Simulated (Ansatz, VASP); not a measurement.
Ge3PdF4 in VASP and in Ansatz

```
CELL_PARAMETERS angstrom
5.03591 0.00000 0.00000
0.00000 5.03591 0.00000
0.00000 0.00000 5.03591
ATOMIC_POSITIONS crystal
Ge 0.50000 0.00000 0.00000
Ge 0.00000 0.50000 0.00000
Ge 0.00000 0.00000 0.50000
Pd 0.50000 0.50000 0.50000
F 0.00000 0.50000 0.50000
F 0.50000 0.00000 0.50000
F 0.50000 0.50000 0.00000
F 0.00000 0.00000 0.00000
```

Alike in both runs: functional PBE; k mesh 4 × 4 × 4; occupations gaussian, width 0.1 eV; no spin polarisation.

Ansatz relaxed the structure, and its values are those at the end. VASP's run is a single point on that final structure, the one shown.

```csv
,VASP,Ansatz
version,VASP 6.6.1,Ansatz 0.2.0
potentials or method,"VASP PAW PBE potentials, release 64 (Ge_d, Pd, F), cutoff 520 eV","scalar-relativistic, plane waves, PAW"
valence electrons in the cell,80,88
```

VASP gave:

```
gap on the k mesh at the Fermi level (eV) : none
pressure (GPa)                            : -0.2
```

Estimate Ansatz's values.

gap on the k mesh at the Fermi level (eV): none; pressure (GPa): 0.0.

A gap of «none» marks a metal or a gap that the smearing closes. The functional is the same, so the differences come from potentials, cutoffs and numerics. VASP's potentials hold 80 valence electrons a cell and Ansatz's 88, so a difference there can come from the potentials and not from the codes.
